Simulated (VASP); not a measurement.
# Li2O (Fm-3m) in VASP: notebook

The runs below take Li2O through relaxation of cell and atoms, with r2SCAN.

Everything below comes from runs of VASP 6.6.1. Logs are shortened: lines on timing, memory, paths and dates and some standing lists are left out, and cuts for length are marked.

**1. The cell of the first run**

Symmetry: Fm-3m, No. 225, cubic system. Conventional cell: a = 4.573 Å, b = 4.573 Å, c = 4.573 Å, α = 90.00°, β = 90.00°, γ = 90.00°. Li (site symmetry -43m) has 4 O at 1.98 Å and 6 Li at 2.29 Å within 2.6 Å. O (site symmetry m-3m) has 8 Li at 1.98 Å within 2.6 Å.

**2. Relaxation of cell and atoms, r2SCAN, target pressure -2 GPa, at which the enthalpy is minimised**

POSCAR reads:

```
Li2O
1.0
    2.2864407183      2.2864407183      0.0000000000
   -2.2864407183      2.2864407183      0.0000000000
    0.0000000000      2.2864407183      2.2864407183
Li O
2 1
Direct
    0.2500000000      0.7500000000      0.5000000000
    0.7500000000      0.2500000000      0.5000000000
    0.0000000000      0.0000000000      0.0000000000
```

INCAR.step1 reads:

```
PREC = Accurate ; ENCUT = 830
ISMEAR = 0 ; SIGMA = 0.01
LREAL = False ; LASPH = True
NELM = 120 ; GGA = PE
ALGO = Normal ; EDIFF = 1E-5
LWAVE = True ; LCHARG = False
GGA_COMPAT = False ; IBRION = 2
ISIF = 3 ; EDIFFG = -0.005
NELMIN = 4 ; NSW = 100
```

INCAR.step2 reads:

```
PREC = Accurate ; ENCUT = 830
EDIFF = 1E-7 ; ISMEAR = 0
SIGMA = 0.01 ; LREAL = False
LASPH = True ; NELM = 120
ALGO = Normal ; ISIF = 3
LWAVE = False ; LCHARG = False
METAGGA = R2SCAN ; LMIXTAU = True
IBRION = 2 ; NSW = 100
EDIFFG = -0.002 ; PSTRESS = -20.0
ISTART = 1 ; GGA_COMPAT = False
NELMIN = 4
```

KPOINTS reads:

```
Automatic mesh
0
Gamma
  8 8 8
```

Potentials or basis: VASP PAW PBE potentials, release 64 (Li_sv, O).

Launch:

```bash
cat potpaw_PBE.64/Li_sv/POTCAR potpaw_PBE.64/O/POTCAR > POTCAR
cp INCAR.step1 INCAR
mpirun -np 1 vasp_std > vasp.out
cp INCAR.step2 INCAR
mpirun -np 1 vasp_std > vasp.out
```

OUTCAR:

```text
PREC = Accurate
   ENCUT = 830
   EDIFF = 1E-7
   ISMEAR = 0
   LREAL = False
   LASPH = True
   NELM = 120
   ISIF = 3
   METAGGA = R2SCAN
   IBRION = 2
   NSW = 100
   EDIFFG = -0.002
   PSTRESS = -20.0
   ISTART = 1
   NELMIN = 4

 ion  position               nearest neighbor table
   1  0.250  0.750  0.500-   3 1.98   3 1.98   3 1.98   3 1.98   2 2.29   2 2.29   2 2.29   2 2.29
                             2 2.29   2 2.29
   2  0.750  0.250  0.500-   3 1.98   3 1.98   3 1.98   3 1.98   1 2.29   1 2.29   1 2.29   1 2.29
                             1 2.29   1 2.29
   3  0.000  0.000  0.000-   2 1.98   1 1.98   1 1.98   2 1.98   1 1.98   2 1.98   2 1.98   1 1.98

  LATTYP: Found a face centered cubic cell.
 ALAT       =     4.5728814366

  Lattice vectors:

 A1 = (   0.0000000000,   2.2864407183,   2.2864407183)
 A2 = (   2.2864407183,   0.0000000000,   2.2864407183)
 A3 = (   2.2864407183,   2.2864407183,   0.0000000000)

Analysis of symmetry for initial positions (statically):
=====================================================================
 Subroutine PRICEL returns:
 Original cell was already a primitive cell.

 Routine SETGRP: Setting up the symmetry group for a
 face centered cubic supercell.

 Subroutine GETGRP returns: Found 48 space group operations
 (whereof 48 operations were pure point group operations)
 out of a pool of 48 trial point group operations.

The static configuration has the point symmetry O_h .

Analysis of symmetry for dynamics (positions and initial velocities):
=====================================================================
 Subroutine PRICEL returns:
 Original cell was already a primitive cell.

 Routine SETGRP: Setting up the symmetry group for a
 face centered cubic supercell.

 Subroutine GETGRP returns: Found 48 space group operations
 (whereof 48 operations were pure point group operations)
 out of a pool of 48 trial point group operations.

The dynamic configuration has the point symmetry O_h .

 Subroutine INISYM returns: Found 48 space group operations
 (whereof 48 operations are pure point group operations),
 and found     1 'primitive' translations

----------------------------------------------------------------------------------------

                                     Primitive cell

  volume of cell :      23.9062

  direct lattice vectors                    reciprocal lattice vectors
     2.286440718  2.286440718  0.000000000     0.218680500  0.218680500 -0.218680500
    -2.286440718  2.286440718  0.000000000    -0.218680500  0.218680500 -0.218680500
     0.000000000  2.286440718  2.286440718     0.000000000  0.000000000  0.437361000

  length of vectors
     3.233515473  3.233515473  3.233515473     0.378765737  0.378765737  0.437361000

  position of ions in fractional coordinates (direct lattice)
     0.250000000  0.750000000  0.500000000
     0.750000000  0.250000000  0.500000000
     0.000000000  0.000000000  0.000000000

  ion indices of the primitive-cell ions
   primitive index   ion index
                 1           1
                 2           2
                 3           3

----------------------------------------------------------------------------------------

 KPOINTS: Automatic mesh

Automatic generation of k-mesh.
 Grid dimensions read from file:
 generate k-points for:    8    8    8

 Generating k-lattice:

  Cartesian coordinates                     Fractional coordinates (reciprocal lattice)
     0.027335063  0.027335063 -0.027335063     0.125000000  0.000000000  0.000000000
    -0.027335063  0.027335063 -0.027335063     0.000000000  0.125000000  0.000000000
     0.000000000  0.000000000  0.054670125     0.000000000  0.000000000  0.125000000

  Length of vectors
     0.047345717  0.047345717  0.054670125

  Shift w.r.t. Gamma in fractional coordinates (k-lattice)
     0.000000000  0.000000000  0.000000000

 Subroutine IBZKPT returns following result:
 ===========================================

 Found     29 irreducible k-points:

 Following reciprocal coordinates:
            Coordinates               Weight
  0.000000  0.000000  0.000000      1.000000
  0.125000  0.000000  0.000000      8.000000
  0.250000  0.000000  0.000000      8.000000
  0.375000  0.000000  0.000000      8.000000
  0.500000  0.000000  0.000000      4.000000
  0.125000  0.125000  0.000000     12.000000
[... 16 lines left out ...]
  0.375000  0.250000  0.125000     48.000000
  0.500000  0.250000  0.125000     24.000000
 [... further k-points ...]
   k-points           NKPTS =     29   k-points in BZ     NKDIM =     29   number of bands    NBANDS=     10
   number of dos      NEDOS =    301   number of ions     NIONS =      3
   total plane-waves  NPLWV =  27000
   dimension x,y,z NGX =    30 NGY =   30 NGZ =   30
   dimension x,y,z NGXF=    60 NGYF=   60 NGZF=   60
   ions per type =               2   1
   NGX,Y,Z   is equivalent  to a cutoff of  15.42, 15.42, 15.42 a.u.
   NGXF,Y,Z  is equivalent  to a cutoff of  30.85, 30.85, 30.85 a.u.
 SYSTEM =  unknown system
   PREC   = accura    normal or accurate (medium, high low for compatibility)
   ISTART =      1    job   : 0-new  1-cont  2-samecut
   ICHARG =      0    charge: 1-file 2-atom 10-const
   ISPIN  =      1    spin polarized calculation?
   LNONCOLLINEAR =      F non collinear calculations
   LSORBIT =      F    spin-orbit coupling
   LASPH  =      T    aspherical Exc in radial PAW
   ENCUT  =  830.0 eV  61.00 Ry    7.81 a.u.   7.60  7.60  7.60*2*pi/ulx,y,z
   NELM   =    120;   NELMIN=  4; NELMDL=  0     # of ELM steps
   EDIFF  = 0.1E-06   stopping-criterion for ELM
   LREAL  =      F    real-space projection
   EDIFFG = -.2E-02   stopping-criterion for IOM
   NSW    =    100    number of steps for IOM
   IBRION =      2    ionic relax: 0-MD 1-quasi-New 2-CG
   NFREE  =      1    steps in history (QN), initial steepest desc. (CG)
   ISIF   =      3    stress and relaxation
   ISYM   =      2    0-nonsym 1-usesym 2-fastsym
   POTIM  = 0.5000    time-step for ionic-motion
   TEBEG  =    0.0;   TEEND  =   0.0 temperature during run
   PSTRESS=  -20.0 pullay stress
   NELECT =      12.0000    total number of electrons
   NUPDOWN=      -1.0000    fix difference up-down
   EMIN   =  10.00;   EMAX   =-10.00  energy-range for DOS
   EFERMI =   0.00;   METHOD = LEGACY
   ISMEAR =     0;   SIGMA  =   0.01  broadening in eV -4-tet -1-fermi 0-gaus
   EFERMI_NEDOS =   21; number of points for ismear=-14 and -15
   IALGO  =     38    algorithm
   IMIX   =      4    mixing-type and parameters
     AMIX     =   0.40;   BMIX     =  1.00
     AMIX_MAG =   1.60;   BMIX_MAG =  1.00
  volume/ion in A,a.u.               =       7.97        53.78
  Fermi-wavevector in a.u.,A,eV,Ry     =   1.301064  2.458654 23.031498  1.692767
  Thomas-Fermi vector in A             =   2.432222
   LORBIT       =      0    0 simple, 1 ext, 2 COOP (PROOUT), +10 PAW based schemes
   METAGGA = R2SCAN    functional components
   LHFCALC =     F    Hartree Fock is set to
   AEXX    =    0.0000 exact exchange contribution
   IVDW    =     0    specifies the selected vdW correction
   LEPSILON=     F    determine dielectric tensor
   LRPA    =     F    only Hartree local field effects (RPA)
 conjugate gradient relaxation of ions
 non-spin polarized calculation
 Gauss-broadening in eV      SIGMA  =   0.01
  energy-cutoff  :      830.00
  volume of cell :       23.91
 maximum number of plane-waves:      1316
   NGX = 15   NGY = 15   NGZ = 15

--------------------------------------- Ionic step        1  -------------------------------------------

 number of electron      12.0000003 magnetization

 Free energy of the ion-electron system (eV)
  ---------------------------------------------------
  ext. energy  EPLUGINS =         0.00000000
  ---------------------------------------------------
  free energy    TOTEN  =       -16.84217674 eV

  energy without entropy =      -16.84217674  energy(sigma->0) =      -16.84217674

------------------------ aborting loop because EDIFF is reached ----------------------------------------

  FORCE on cell =-STRESS in cart. coord.  units (eV):
  Direction    XX          YY          ZZ          XY          YZ          ZX
  --------------------------------------------------------------------------------------
  -------------------------------------------------------------------------------------
  Total        0.0336913      0.0336913      0.0336913     -0.0000000     -0.0000000     -0.0000000
  in kB        2.2579736      2.2579736      2.2579736     -0.0000000     -0.0000000     -0.0000000
  external PRESSURE =      22.2579736 kB  Pullay stress =     -20.0000000 kB
[... 141 lines left out ...]
  enthalpy is  TOTEN    =       -17.1450058036 eV   P V=       -0.3061101773

--------------------------------------- Ionic step        5  -------------------------------------------

 number of electron      12.0000001 magnetization

 Free energy of the ion-electron system (eV)
  ---------------------------------------------------
  ext. energy  EPLUGINS =         0.00000000
  ---------------------------------------------------
  free energy    TOTEN  =       -16.83988916 eV

  energy without entropy =      -16.83988916  energy(sigma->0) =      -16.83988916

 E-fermi :   1.1305     XC(G=0): -10.3073

 val. band max:        0.9745940065   @ k =   0.0000   0.0000   0.0000
 cond. band min:       6.6601356758   @ k =   0.5000   0.5000   0.0000
 fundamental gap:      5.6855416694
 Fermi energy:         1.1304823324

 k-point     1 :       0.0000    0.0000    0.0000
  band No.  band energies     occupation
      1     -43.2953      2.00000
      2     -42.9686      2.00000
      3     -15.4110      2.00000
      4       0.9746      2.00000
      5       0.9746      2.00000
      6       0.9746      2.00000
      7       7.1313      0.00000
      8      14.1189      0.00000
      9      14.1189      0.00000
     10      14.1189      0.00000
[... 287 lines left out ...]
 k-point    24 :       0.5000    0.2500    0.1250
  band No.  band energies     occupation
      1     -43.1160      2.00000
      2     -43.1153      2.00000
      3     -15.1803      2.00000
      4      -1.4583      2.00000
      5      -0.0228      2.00000
      6       0.1674      2.00000
      7       9.7303      0.00000
      8      12.3214      0.00000
      9      15.1886      0.00000
     10      15.6173      0.00000

 [... further k-points ...]

------------------------ aborting loop because EDIFF is reached ----------------------------------------

  FORCE on cell =-STRESS in cart. coord.  units (eV):
  Direction    XX          YY          ZZ          XY          YZ          ZX
  --------------------------------------------------------------------------------------
  -------------------------------------------------------------------------------------
  Total       -0.3051522     -0.3051522     -0.3051522     -0.0000000      0.0000000      0.0000000
  in kB      -20.0042477    -20.0042477    -20.0042477     -0.0000000      0.0000000      0.0000000
  external PRESSURE =      -0.0042477 kB  Pullay stress =     -20.0000000 kB
[... 18 lines left out ...]
  FREE ENERGIE OF THE ION-ELECTRON SYSTEM (eV)
  ---------------------------------------------------
  free  energy   TOTEN  =       -16.8398891638 eV

  energy  without entropy=      -16.8398891638  energy(sigma->0) =      -16.83988916

  enthalpy is  TOTEN    =       -17.1449765559 eV   P V=       -0.3050873921

 reached required accuracy - stopping structural energy minimisation
```

It took 8.7 min on 1 thread of Intel Xeon 8259CL, shared host; peak memory 0.17 GiB.

What came out:

| Item | Value |
| --- | --- |
| Free energy | -16.8399 eV |
| Relaxed volume | 8.15 Å³/atom |
| Relaxed cell | a = 3.257 Å, b = 3.257 Å, c = 3.257 Å, α = 60.00°, β = 60.00°, γ = 90.00° |
| Space group after relaxing (to 0.1 Å) | Fm-3m (No. 225) |
| Energy change on relaxing (the run minimises the enthalpy) | +0.8 meV/atom |
| Ionic steps | 5 |
| Pressure after relaxing | -2.0 GPa |
| Band gap on the k mesh | 5.69 eV (least direct gap 6.16 eV) |

The path:
```csv
step,energy change (eV),largest force (eV/Å),pressure (GPa),volume (Å³)
1,0.0000,0.0000,0.23,23.91
2,0.0009,0.0000,-1.39,24.29
3,0.0016,0.0000,-1.71,24.37
4,0.0033,0.0000,-2.33,24.52
5,0.0023,0.0000,-2.00,24.44
```

Final structure:
```
CELL_PARAMETERS angstrom
2.30334 2.30334 0.00000
-2.30334 2.30334 0.00000
0.00000 2.30334 2.30334
ATOMIC_POSITIONS crystal
Li 0.25000 0.75000 0.50000
Li 0.75000 0.25000 0.50000
O 0.00000 0.00000 0.00000
```

Caveat: the cell is relaxed towards a set pressure, so the run minimises the enthalpy, not the energy; the PAW data sets were made with another functional, which shifts forces and pressure a little. Zero-point motion and thermal expansion aren't in these numbers.

**3. Relaxation of cell and atoms, r2SCAN, target pressure 2 GPa, at which the enthalpy is minimised**

POSCAR is that of step 2.

INCAR.step1 reads:

```
PREC     = Accurate       # precision mode
ENCUT    = 830            # plane-wave cutoff, eV
ISMEAR   = 0              # smearing method
SIGMA    = 0.01           # smearing width, eV
LREAL    = F              # projectors in reciprocal space
LASPH    = T              # aspherical terms in the spheres
NELM     = 120            # most SCF steps
GGA      = PE             # functional
ALGO     = Normal         # electronic algorithm
EDIFF    = 1E-5           # SCF threshold, eV
LWAVE    = T              # write WAVECAR
LCHARG   = F              # write CHGCAR
GGA_COMPAT= F            
IBRION   = 2              # ionic algorithm
ISIF     = 3              # what is computed and relaxed
EDIFFG   = -0.005         # ionic threshold
NELMIN   = 4            
NSW      = 100            # ionic steps
```

INCAR.step2 reads:

```
PREC     = Accurate       # precision mode
ENCUT    = 830            # plane-wave cutoff, eV
EDIFF    = 1E-7           # SCF threshold, eV
ISMEAR   = 0              # smearing method
SIGMA    = 0.01           # smearing width, eV
LREAL    = F              # projectors in reciprocal space
LASPH    = T              # aspherical terms in the spheres
NELM     = 120            # most SCF steps
ALGO     = Normal         # electronic algorithm
ISIF     = 3              # what is computed and relaxed
LWAVE    = F              # write WAVECAR
LCHARG   = F              # write CHGCAR
METAGGA  = R2SCAN         # meta-GGA
LMIXTAU  = T            
IBRION   = 2              # ionic algorithm
NSW      = 100            # ionic steps
EDIFFG   = -0.002         # ionic threshold
PSTRESS  = 20.0         
ISTART   = 1            
GGA_COMPAT= F            
NELMIN   = 4
```

KPOINTS is that of step 2.

Potentials or basis: VASP PAW PBE potentials, release 64 (Li_sv, O).

Launch:

```bash
cat potpaw_PBE.64/Li_sv/POTCAR potpaw_PBE.64/O/POTCAR > POTCAR
cp INCAR.step1 INCAR
mpirun -np 1 vasp_std > vasp.out
cp INCAR.step2 INCAR
mpirun -np 1 vasp_std > vasp.out
```

Run time: 2.8 min. Hardware: 1 thread of Intel Xeon Platinum 8259CL at 2.50GHz (Skylake/Cascade Lake), shared host; peak memory 0.17 GiB.

Results (log left out):

* Free energy: -16.8389 eV
* Relaxed volume: 7.83 Å³/atom
* Relaxed cell: a = 3.215 Å, b = 3.215 Å, c = 3.215 Å, α = 60.00°, β = 60.00°, γ = 90.00°
* Space group after relaxing (to 0.1 Å): Fm-3m (No. 225)
* Energy change on relaxing (the run minimises the enthalpy): +1.1 meV/atom
* Ionic steps: 3
* Pressure after relaxing: 2.0 GPa
* Band gap on the k mesh: 5.77 eV (least direct gap 6.50 eV)

The path:
```tsv
step	energy change (eV)	largest force (eV/Å)	pressure (GPa)	volume (Å³)
1	0.0000	0.0000	0.23	23.91
2	0.0020	0.0000	1.55	23.60
3	0.0033	0.0000	1.99	23.50
```

Final structure:
```
CELL_PARAMETERS angstrom
2.27350 2.27350 0.00000
-2.27350 2.27350 0.00000
0.00000 2.27350 2.27350
ATOMIC_POSITIONS crystal
Li 0.25000 0.75000 0.50000
Li 0.75000 0.25000 0.50000
O 0.00000 0.00000 0.00000
```

Levels at points of the mesh, in eV from the valence-band top:
| k point | band 3 | band 4 | band 5 | band 6 | band 7 | band 8 | band 9 | band 10 |
| --- | --- | --- | --- | --- | --- | --- | --- | --- |
| (0.00, 0.00, 0.00) | -16.44 | 0.00 | 0.00 | 0.00 | 6.50 | 13.39 | 13.39 | 13.39 |
| (0.50, 0.00, 0.00) | -16.24 | -2.83 | -0.47 | -0.47 | 10.41 | 11.39 | 13.33 | 13.33 |
| (0.50, 0.50, 0.00) | -16.20 | -1.59 | -1.46 | -1.46 | 5.77 | 15.23 | 15.23 | 16.72 |

Caveat: the cell is relaxed towards a set pressure, so the run minimises the enthalpy, not the energy; the PAW data sets were made with another functional, which shifts forces and pressure a little.
